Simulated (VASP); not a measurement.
# H11C2NO4 in VASP: a series of runs, part 2 of 3

VASP 6.6.1.

**3. Single point, LDA**

Input file INCAR:

```
SYSTEM = H11C2NO4
ALGO = Normal
EDIFF = 1E-6
ENCUT = 520
ISIF = 2
ISMEAR = -1
LASPH = .True.
LCHARG = .True.
LELF = .True.
LREAL = Auto
LVHAR = .True.
LWAVE = .False.
NBANDS = 39
NELM = 100
PREC = Accurate
SIGMA = 0.02
```

Input file KPOINTS:

```
k-points
0
Gamma
  1 1 1
  0 0 0
```

Input file POSCAR:

```
H11C2NO4
1.0
    5.9154820000      0.0000000000      0.0000000000
    0.0000000000      5.9154820000      0.0000000000
    0.0000000000      0.0000000000      5.9154820000
O H C N
4 11 2 1
Direct
    0.4100426643      0.1835015304      0.1339873911
    0.5524148328      0.7716023817      0.1858851062
    0.5604108000      0.9917027894      0.7773669162
    0.2531999928      0.7523985366      0.5151228590
    0.4789973159      0.3308268033      0.1559636222
    0.4654396717      0.1427271691     -0.0178514616
    0.5277000251      0.9312850584      0.2086051483
    0.6623467031      0.7262637263      0.3048948505
    0.4479094011      0.9197221799      0.6833931707
    0.6075920779      0.8676385120      0.8800804398
    0.3248763161      0.7488992444      0.3630135296
    0.0864173029      0.7309463540      0.4841363730
    0.2760721781      0.2623792956      0.6174306675
    0.1434709800      0.2823607611      0.9002140485
    0.0505791413      0.0673148866      0.6990639140
    0.1136002104      0.2523885628      0.7109141740
   -0.0466403245      0.4095017109      0.6195268619
   -0.1757929447      0.5375555196      0.5416633843
```

Potentials or basis: VASP PAW LDA potentials, release 64 (O, H, C, N).

Started as:

```sh
$ cat potpaw_LDA.64/O/POTCAR potpaw_LDA.64/H/POTCAR potpaw_LDA.64/C/POTCAR potpaw_LDA.64/N/POTCAR > POTCAR
$ mpirun -np 1 vasp_gam > vasp.out
```

OUTCAR:

```text
SYSTEM = H11C2NO4
   EDIFF = 1E-6
   ENCUT = 520
   ISIF = 2
   ISMEAR = -1
   LASPH = .True.
   LREAL = Auto
   NELM = 100
   PREC = Accurate

 ion  position               nearest neighbor table
   1  0.410  0.184  0.134-   5 0.97   6 0.99
   2  0.552  0.772  0.186-   7 0.97   8 1.00
   3  0.560  0.992  0.777-   9 0.97  10 0.99
   4  0.253  0.752  0.515-  11 0.99  12 1.01
   5  0.479  0.331  0.156-   1 0.97
   6  0.465  0.143  0.982-   1 0.99
   7  0.528  0.931  0.209-   2 0.97
   8  0.662  0.726  0.305-   2 1.00
   9  0.448  0.920  0.683-   3 0.97
  10  0.608  0.868  0.880-   3 0.99
  11  0.325  0.749  0.363-   4 0.99
  12  0.086  0.731  0.484-   4 1.01
  13  0.276  0.262  0.617-  16 1.11
  14  0.143  0.282  0.900-  16 1.15
  15  0.051  0.067  0.699-  16 1.16
  16  0.114  0.252  0.711-  13 1.11  14 1.15  15 1.16  17 1.43
  17  0.953  0.410  0.620-  18 1.17  16 1.43
  18  0.824  0.538  0.542-  17 1.17

  LATTYP: Found a simple cubic cell.
 ALAT       =     5.9154820000

  Lattice vectors:

 A1 = (   5.9154820000,   0.0000000000,   0.0000000000)
 A2 = (   0.0000000000,   5.9154820000,   0.0000000000)
 A3 = (   0.0000000000,   0.0000000000,   5.9154820000)

Analysis of symmetry for initial positions (statically):
=====================================================================
 Subroutine PRICEL returns:
 Original cell was already a primitive cell.

 Routine SETGRP: Setting up the symmetry group for a
 simple cubic supercell.

 Subroutine GETGRP returns: Found  1 space group operations
 (whereof  1 operations were pure point group operations)
 out of a pool of 48 trial point group operations.

The static configuration has the point symmetry C_1 .

Analysis of symmetry for dynamics (positions and initial velocities):
=====================================================================
 Subroutine PRICEL returns:
 Original cell was already a primitive cell.

 Routine SETGRP: Setting up the symmetry group for a
 simple cubic supercell.

 Subroutine GETGRP returns: Found  1 space group operations
 (whereof  1 operations were pure point group operations)
 out of a pool of 48 trial point group operations.

The dynamic configuration has the point symmetry C_1 .

 Subroutine INISYM returns: Found  1 space group operations
 (whereof  1 operations are pure point group operations),
 and found     1 'primitive' translations

----------------------------------------------------------------------------------------

                                     Primitive cell

  volume of cell :     207.0000

  direct lattice vectors                    reciprocal lattice vectors
     5.915482000  0.000000000  0.000000000     0.169047932  0.000000000  0.000000000
     0.000000000  5.915482000  0.000000000     0.000000000  0.169047932  0.000000000
     0.000000000  0.000000000  5.915482000     0.000000000  0.000000000  0.169047932

  length of vectors
     5.915482000  5.915482000  5.915482000     0.169047932  0.169047932  0.169047932

  position of ions in fractional coordinates (direct lattice)
     0.410042664  0.183501530  0.133987391
     0.552414833  0.771602382  0.185885106
     0.560410800  0.991702789  0.777366916
     0.253199993  0.752398537  0.515122859
     0.478997316  0.330826803  0.155963622
     0.465439672  0.142727169  0.982148538
[... 10 lines left out ...]
     0.953359676  0.409501711  0.619526862
     0.824207055  0.537555520  0.541663384

  ion indices of the primitive-cell ions
   primitive index   ion index
                 1           1
                 2           2
                 3           3
                 4           4
                 5           5
                 6           6
[... 10 lines left out ...]
                17          17
                18          18

----------------------------------------------------------------------------------------

 KPOINTS: k-points

Automatic generation of k-mesh.
 Grid dimensions read from file:
 generate k-points for:    1    1    1

 Generating k-lattice:

  Cartesian coordinates                     Fractional coordinates (reciprocal lattice)
     0.169047932  0.000000000  0.000000000     1.000000000  0.000000000  0.000000000
     0.000000000  0.169047932  0.000000000     0.000000000  1.000000000  0.000000000
     0.000000000  0.000000000  0.169047932     0.000000000  0.000000000  1.000000000

  Length of vectors
     0.169047932  0.169047932  0.169047932

  Shift w.r.t. Gamma in fractional coordinates (k-lattice)
     0.000000000  0.000000000  0.000000000

 Subroutine IBZKPT returns following result:
 ===========================================

 Found      1 irreducible k-points:

 Following reciprocal coordinates:
            Coordinates               Weight
  0.000000  0.000000  0.000000      1.000000
   k-points           NKPTS =      1   k-points in BZ     NKDIM =      1   number of bands    NBANDS=     39
   number of dos      NEDOS =    301   number of ions     NIONS =     18
   total plane-waves  NPLWV = 110592
   dimension x,y,z NGX =    48 NGY =   48 NGZ =   48
   dimension x,y,z NGXF=    96 NGYF=   96 NGZF=   96
   ions per type =               4  11   2   1
   NGX,Y,Z   is equivalent  to a cutoff of  13.49, 13.49, 13.49 a.u.
   NGXF,Y,Z  is equivalent  to a cutoff of  26.98, 26.98, 26.98 a.u.
 SYSTEM =  H11C2NO4
   PREC   = accura    normal or accurate (medium, high low for compatibility)
   ISTART =      0    job   : 0-new  1-cont  2-samecut
   ICHARG =      2    charge: 1-file 2-atom 10-const
   ISPIN  =      1    spin polarized calculation?
   LNONCOLLINEAR =      F non collinear calculations
   LSORBIT =      F    spin-orbit coupling
   LASPH  =      T    aspherical Exc in radial PAW
   ENCUT  =  520.0 eV  38.22 Ry    6.18 a.u.  11.00 11.00 11.00*2*pi/ulx,y,z
   NELM   =    100;   NELMIN=  2; NELMDL= -5     # of ELM steps
   EDIFF  = 0.1E-05   stopping-criterion for ELM
   LREAL  =      T    real-space projection
   EDIFFG = 0.1E-04   stopping-criterion for IOM
   NSW    =      0    number of steps for IOM
   IBRION =     -1    ionic relax: 0-MD 1-quasi-New 2-CG
   NFREE  =      0    steps in history (QN), initial steepest desc. (CG)
   ISIF   =      2    stress and relaxation
   ISYM   =      2    0-nonsym 1-usesym 2-fastsym
   POTIM  = 0.5000    time-step for ionic-motion
   TEBEG  =    0.0;   TEEND  =   0.0 temperature during run
   PSTRESS=    0.0 pullay stress
   NELECT =      48.0000    total number of electrons
   NUPDOWN=      -1.0000    fix difference up-down
   EMIN   =  10.00;   EMAX   =-10.00  energy-range for DOS
   EFERMI =   0.00;   METHOD = LEGACY
   ISMEAR =    -1;   SIGMA  =   0.02  broadening in eV -4-tet -1-fermi 0-gaus
   EFERMI_NEDOS =   21; number of points for ismear=-14 and -15
   IALGO  =     38    algorithm
   IMIX   =      4    mixing-type and parameters
     AMIX     =   0.40;   BMIX     =  1.00
     AMIX_MAG =   1.60;   BMIX_MAG =  1.00
  volume/ion in A,a.u.               =      11.50        77.61
  Fermi-wavevector in a.u.,A,eV,Ry     =   1.005769  1.900629 13.763275  1.011572
  Thomas-Fermi vector in A             =   2.138470
   LORBIT       =      0    0 simple, 1 ext, 2 COOP (PROOUT), +10 PAW based schemes
   GGA     = CA    functional components
   LHFCALC =     F    Hartree Fock is set to
   AEXX    =    0.0000 exact exchange contribution
   IVDW    =     0    specifies the selected vdW correction
   LEPSILON=     F    determine dielectric tensor
   LRPA    =     F    only Hartree local field effects (RPA)
 non-spin polarized calculation
  energy-cutoff  :      520.00
  volume of cell :      207.00
 maximum number of plane-waves:      2749
 NGX is ok and might be reduce to    42
   NGX = 21   NGY = 21   NGZ = 21

 number of electron      47.9999999 magnetization

 Free energy of the ion-electron system (eV)
  ---------------------------------------------------
  ext. energy  EPLUGINS =         0.00000000
  ---------------------------------------------------
  free energy    TOTEN  =      -100.93236080 eV

  energy without entropy =     -100.93236080  energy(sigma->0) =     -100.93236080

 E-fermi :  -3.4577     XC(G=0):  -6.9903

 val. band max:       -4.0390685197   @ k =   0.0000   0.0000   0.0000
 cond. band min:       1.0081495085   @ k =   0.0000   0.0000   0.0000
 fundamental gap:      5.0472180282
 Fermi energy:        -3.4576966736

 k-point     1 :       0.0000    0.0000    0.0000
  band No.  band energies     occupation
      1     -22.6771      2.00000
      2     -21.9632      2.00000
      3     -21.6992      2.00000
      4     -21.3286      2.00000
      5     -19.8958      2.00000
      6     -15.7860      2.00000
[... 28 lines left out ...]
     35       6.7656      0.00000
     36       6.8495      0.00000
 [bands above 36 left out]

------------------------ aborting loop because EDIFF is reached ----------------------------------------

  FORCE on cell =-STRESS in cart. coord.  units (eV):
  Direction    XX          YY          ZZ          XY          YZ          ZX
  --------------------------------------------------------------------------------------
  -------------------------------------------------------------------------------------
  Total       -2.3690024     -0.8667321     -0.7283286      0.3667959      1.4071186     -1.5039825
  in kB      -18.3360451     -6.7084944     -5.6372531      2.8389953     10.8910778    -11.6408036
  external PRESSURE =     -10.2272642 kB  Pullay stress =       0.0000000 kB

 VOLUME and BASIS-vectors are now :
 -----------------------------------------------------------------------------
  energy-cutoff  :      520.00
  volume of cell :      207.00
      direct lattice vectors                 reciprocal lattice vectors
     5.915482000  0.000000000  0.000000000     0.169047932  0.000000000  0.000000000
     0.000000000  5.915482000  0.000000000     0.000000000  0.169047932  0.000000000
     0.000000000  0.000000000  5.915482000     0.000000000  0.000000000  0.169047932

 POSITION                                       TOTAL-FORCE (eV/Angst)
 -----------------------------------------------------------------------------------
      2.42560      1.08550      0.79260        -0.351330      0.567250      0.779790
      3.26780      4.56440      1.09960         0.861419     -1.694938      0.266561
      3.31510      5.86640      4.59850         1.056553      0.256741      0.705604
      1.49780      4.45080      3.04720        -1.168465      0.055289     -0.315900
      2.83350      1.95700      0.92260        -0.003704      0.386747      0.457287
      2.75330      0.84430      5.80988         0.155674     -0.671084     -1.237681
[... 10 lines left out ...]
      5.63958      2.42240      3.66480        -0.445146     -0.050937     -0.179973
      4.87558      3.17990      3.20420         0.547401     -0.475301      0.195605
 -----------------------------------------------------------------------------------
    total drift:                               -0.002461      0.000074      0.000455

  FREE ENERGIE OF THE ION-ELECTRON SYSTEM (eV)
  ---------------------------------------------------
  free  energy   TOTEN  =      -100.9323607968 eV

  energy  without entropy=     -100.9323607968  energy(sigma->0) =     -100.93236080
```

It took 34 s on 1 thread of Intel Xeon 8259CL, shared host; peak memory 0.24 GiB.

What came out:

* Free energy: -100.9324 eV
* Pressure: -1.0 GPa
* Largest force: 1.920 eV/Å

Forces on the atoms (eV/Å):
```
O   -0.351  0.567  0.780
O    0.861 -1.695  0.267
O    1.057  0.257  0.706
O   -1.168  0.055 -0.316
H   -0.004  0.387  0.457
H    0.156 -0.671 -1.238
H   -0.358  1.764  0.089
H   -0.134 -0.317 -0.113
H   -1.152 -0.625 -0.965
H    0.016  0.107  0.041
H    0.427 -0.088 -0.037
H    1.158  0.166  0.504
H   -0.044  0.151  0.095
H   -0.038 -0.049 -1.066
H    0.243  1.354 -0.070
C   -0.770 -0.836  0.850
C   -0.445 -0.051 -0.180
N    0.547 -0.475  0.196
```

Levels at points of the mesh, in eV from the Fermi level:
```
           k point  band 20  band 21  band 22  band 23  band 24  band 25  band 26  band 27  band 28  band 29
(0.00, 0.00, 0.00)    -1.75    -1.21    -0.92    -0.78    -0.58     4.47     5.52     5.61     7.63     8.05
```

Caveat: the k points lie up to 1.06 Å⁻¹ apart, too coarse for converged energies, forces and pressures.

[end of part 2 of 3]
